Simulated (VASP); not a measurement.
# Se in VASP: further runs, part 2 of 3

VASP 6.6.1.

### 3 Single point, PBE

This run uses another cell than the first one, of 29.86 Å³/atom, 1.042 times its volume.

The input, INCAR:

```
SYSTEM = Se
  PREC = Accurate
  ENCUT = 520
  EDIFF = 1E-6
  ISMEAR = 0
  SIGMA = 0.1
  LREAL = .False.
  LASPH = .True.
  NELM = 80
  ALGO = Normal
  ISIF = 2
  LWAVE = .False.
  LCHARG = .False.
  GGA = PE
  NBANDS = 9
```

The input, KPOINTS:

```
regular mesh
0
Gamma
  22 20 14
  0 0 0
```

The input, POSCAR:

```
Se
1.0
    2.6470696474      0.0000000000      0.0000000000
    0.0000000000      2.6296350456      0.0000000000
    0.0000000000      0.0000000000      4.2902760600
Se
1
Direct
    0.5000000000      0.0000000000      0.5000000000
```

Potentials or basis: VASP PAW PBE potentials, release 64 (Se).

Started as:

```bash
$ cat potpaw_PBE.64/Se/POTCAR > POTCAR
$ mpirun -np 1 vasp_std > vasp.out
```

OUTCAR:

```text
SYSTEM = Se
   PREC = Accurate
   ENCUT = 520
   EDIFF = 1E-6
   ISMEAR = 0
   LREAL = .False.
   LASPH = .True.
   NELM = 80
   ISIF = 2
   GGA = PE

 ion  position               nearest neighbor table
   1  0.500  0.000  0.500-

  LATTYP: Found a simple orthorhombic cell.
 ALAT       =     2.6296350456
 B/A-ratio  =     1.0066300462
 C/A-ratio  =     1.6315100710

  Lattice vectors:

 A1 = (   0.0000000000,  -2.6296350456,   0.0000000000)
 A2 = (   2.6470696474,   0.0000000000,   0.0000000000)
 A3 = (   0.0000000000,   0.0000000000,   4.2902760600)

Analysis of symmetry for initial positions (statically):
=====================================================================
 Subroutine PRICEL returns:
 Original cell was already a primitive cell.

 Routine SETGRP: Setting up the symmetry group for a
 simple orthorhombic supercell.

 Subroutine GETGRP returns: Found  8 space group operations
 (whereof  8 operations were pure point group operations)
 out of a pool of  8 trial point group operations.

The static configuration has the point symmetry D_2h.

Analysis of symmetry for dynamics (positions and initial velocities):
=====================================================================
 Subroutine PRICEL returns:
 Original cell was already a primitive cell.

 Routine SETGRP: Setting up the symmetry group for a
 simple orthorhombic supercell.

 Subroutine GETGRP returns: Found  8 space group operations
 (whereof  8 operations were pure point group operations)
 out of a pool of  8 trial point group operations.

The dynamic configuration has the point symmetry D_2h.

 Subroutine INISYM returns: Found  8 space group operations
 (whereof  8 operations are pure point group operations),
 and found     1 'primitive' translations

----------------------------------------------------------------------------------------

                                     Primitive cell

  volume of cell :      29.8639

  direct lattice vectors                    reciprocal lattice vectors
     2.647069647  0.000000000  0.000000000     0.377776233  0.000000000  0.000000000
     0.000000000  2.629635046  0.000000000     0.000000000  0.380280907  0.000000000
     0.000000000  0.000000000  4.290276060     0.000000000  0.000000000  0.233085234

  length of vectors
     2.647069647  2.629635046  4.290276060     0.377776233  0.380280907  0.233085234

  position of ions in fractional coordinates (direct lattice)
     0.500000000  0.000000000  0.500000000

  ion indices of the primitive-cell ions
   primitive index   ion index
                 1           1

----------------------------------------------------------------------------------------

 KPOINTS: regular mesh

Automatic generation of k-mesh.
 Grid dimensions read from file:
 generate k-points for:   22   20   14

 Generating k-lattice:

  Cartesian coordinates                     Fractional coordinates (reciprocal lattice)
     0.017171647  0.000000000  0.000000000     0.045454545  0.000000000  0.000000000
     0.000000000  0.019014045  0.000000000     0.000000000  0.050000000  0.000000000
     0.000000000  0.000000000  0.016648945     0.000000000  0.000000000  0.071428571

  Length of vectors
     0.017171647  0.019014045  0.016648945

  Shift w.r.t. Gamma in fractional coordinates (k-lattice)
     0.000000000  0.000000000  0.000000000

 Subroutine IBZKPT returns following result:
 ===========================================

 Found   1056 irreducible k-points:

 Following reciprocal coordinates:
            Coordinates               Weight
  0.000000  0.000000  0.000000      1.000000
  0.045455  0.000000  0.000000      2.000000
  0.090909  0.000000  0.000000      2.000000
  0.136364  0.000000  0.000000      2.000000
  0.181818  0.000000  0.000000      2.000000
  0.227273  0.000000  0.000000      2.000000
[... 16 lines left out ...]
  0.454545  0.050000  0.000000      4.000000
  0.500000  0.050000  0.000000      2.000000
 [... further k-points ...]
   k-points           NKPTS =   1056   k-points in BZ     NKDIM =   1056   number of bands    NBANDS=      9
   number of dos      NEDOS =    301   number of ions     NIONS =      1
   total plane-waves  NPLWV =  12800
   dimension x,y,z NGX =    20 NGY =   20 NGZ =   32
   dimension x,y,z NGXF=    40 NGYF=   40 NGZF=   64
   ions per type =               1
   NGX,Y,Z   is equivalent  to a cutoff of  12.56, 12.64, 12.40 a.u.
   NGXF,Y,Z  is equivalent  to a cutoff of  25.12, 25.29, 24.80 a.u.
 SYSTEM =  Se
   PREC   = accura    normal or accurate (medium, high low for compatibility)
   ISTART =      0    job   : 0-new  1-cont  2-samecut
   ICHARG =      2    charge: 1-file 2-atom 10-const
   ISPIN  =      1    spin polarized calculation?
   LNONCOLLINEAR =      F non collinear calculations
   LSORBIT =      F    spin-orbit coupling
   LASPH  =      T    aspherical Exc in radial PAW
   ENCUT  =  520.0 eV  38.22 Ry    6.18 a.u.   4.92  4.89  7.98*2*pi/ulx,y,z
   NELM   =     80;   NELMIN=  2; NELMDL= -5     # of ELM steps
   EDIFF  = 0.1E-05   stopping-criterion for ELM
   LREAL  =      F    real-space projection
   EDIFFG = 0.1E-04   stopping-criterion for IOM
   NSW    =      0    number of steps for IOM
   IBRION =     -1    ionic relax: 0-MD 1-quasi-New 2-CG
   NFREE  =      0    steps in history (QN), initial steepest desc. (CG)
   ISIF   =      2    stress and relaxation
   ISYM   =      2    0-nonsym 1-usesym 2-fastsym
   POTIM  = 0.5000    time-step for ionic-motion
   TEBEG  =    0.0;   TEEND  =   0.0 temperature during run
   PSTRESS=    0.0 pullay stress
   NELECT =       6.0000    total number of electrons
   NUPDOWN=      -1.0000    fix difference up-down
   EMIN   =  10.00;   EMAX   =-10.00  energy-range for DOS
   EFERMI =   0.00;   METHOD = LEGACY
   ISMEAR =     0;   SIGMA  =   0.10  broadening in eV -4-tet -1-fermi 0-gaus
   EFERMI_NEDOS =   21; number of points for ismear=-14 and -15
   IALGO  =     38    algorithm
   IMIX   =      4    mixing-type and parameters
     AMIX     =   0.40;   BMIX     =  1.00
     AMIX_MAG =   1.60;   BMIX_MAG =  1.00
  volume/ion in A,a.u.               =      29.86       201.53
  Fermi-wavevector in a.u.,A,eV,Ry     =   0.958834  1.811933 12.508676  0.919362
  Thomas-Fermi vector in A             =   2.087976
   LORBIT       =      0    0 simple, 1 ext, 2 COOP (PROOUT), +10 PAW based schemes
   GGA     = PE    functional components
   LHFCALC =     F    Hartree Fock is set to
   AEXX    =    0.0000 exact exchange contribution
   IVDW    =     0    specifies the selected vdW correction
   LEPSILON=     F    determine dielectric tensor
   LRPA    =     F    only Hartree local field effects (RPA)
 non-spin polarized calculation
 Gauss-broadening in eV      SIGMA  =   0.10
  energy-cutoff  :      520.00
  volume of cell :       29.86
 maximum number of plane-waves:       824
 NGX is ok and might be reduce to    20
   NGX =  9   NGY =  9   NGZ = 15

 number of electron       5.9999998 magnetization

 Free energy of the ion-electron system (eV)
  ---------------------------------------------------
  ext. energy  EPLUGINS =         0.00000000
  ---------------------------------------------------
  free energy    TOTEN  =        -3.29556307 eV

  energy without entropy =       -3.29278683  energy(sigma->0) =       -3.29417495

 E-fermi :   1.7130     XC(G=0):  -8.2896

 val. band max:        1.7128278023   @ k =   0.4091   0.2500   0.2857
 cond. band min:       1.7152518105   @ k =   0.4091   0.2500   0.0000
 fundamental gap:      0.0024240082
 Fermi energy:         1.7129778435

 k-point     1 :       0.0000    0.0000    0.0000
  band No.  band energies     occupation
      1     -13.7462      2.00000
      2      -1.4485      2.00000
      3       5.5318      0.00000
      4       5.5758      0.00000
      5       5.7459      0.00000
      6      11.4456      0.00000
      7      13.5083      0.00000
      8      19.9810      0.00000
      9      21.1919      0.00000

 k-point     2 :       0.0455    0.0000    0.0000
  band No.  band energies     occupation
      1     -13.7086      2.00000
      2      -1.4132      2.00000
      3       5.0868      0.00000
      4       5.6229      0.00000
      5       5.7762      0.00000
      6      11.7565      0.00000
      7      13.7349      0.00000
      8      19.1594      0.00000
      9      21.4626      0.00000
[... 253 lines left out ...]
 k-point    24 :       0.5000    0.0500    0.0000
  band No.  band energies     occupation
      1     -10.7701      2.00000
      2      -4.8238      2.00000
      3       1.0846      2.00000
      4       7.2305      0.00000
      5       9.0161      0.00000
      6      10.2028      0.00000
      7      11.4944      0.00000
      8      16.5604      0.00000
      9      16.9080      0.00000

 [... further k-points ...]
[... 5 lines left out ...]
  --------------------------------------------------------------------------------------
  -------------------------------------------------------------------------------------
  Total        0.0034154      0.0083214      0.0009003      0.0000000      0.0000000      0.0000000
  in kB        0.1832333      0.4464392      0.0483028      0.0000000      0.0000000      0.0000000
  external PRESSURE =       0.2259918 kB  Pullay stress =       0.0000000 kB

 VOLUME and BASIS-vectors are now :
 -----------------------------------------------------------------------------
  energy-cutoff  :      520.00
  volume of cell :       29.86
      direct lattice vectors                 reciprocal lattice vectors
     2.647069647  0.000000000  0.000000000     0.377776233  0.000000000  0.000000000
     0.000000000  2.629635046  0.000000000     0.000000000  0.380280907  0.000000000
     0.000000000  0.000000000  4.290276060     0.000000000  0.000000000  0.233085234

 POSITION                                       TOTAL-FORCE (eV/Angst)
 -----------------------------------------------------------------------------------
      1.32353      0.00000      2.14514         0.000000      0.000000      0.000000
 -----------------------------------------------------------------------------------
    total drift:                                0.000000     -0.000000      0.000000

  FREE ENERGIE OF THE ION-ELECTRON SYSTEM (eV)
  ---------------------------------------------------
  free  energy   TOTEN  =        -3.2955630680 eV

  energy  without entropy=       -3.2927868263  energy(sigma->0) =       -3.29417495
```

stdout:

```text
POSCAR found type information on POSCAR Se
 POSCAR found :  1 types and       1 ions
 scaLAPACK will be used
 LDA part: xc-table for (Slater+PW92), standard interpolation
 POSCAR, INCAR and KPOINTS ok, starting setup
 FFT: planning ... GRIDC
 FFT: planning ... GRID_SOFT
 FFT: planning ... GRID
 WAVECAR not read
 entering main loop
```

It took 1.9 min on 1 thread of Intel Xeon Platinum 8259CL at 2.50GHz (Skylake/Cascade Lake), shared host; peak memory 0.36 GiB.

What came out:

```
Free energy            : -3.2956 eV
Pressure               : 0.0 GPa
Band gap on the k mesh : zero (band 3 reaches 5.58 eV, above the bottom of band 4 at 0.42 eV)
```

(Continued in part 3 of 3.)
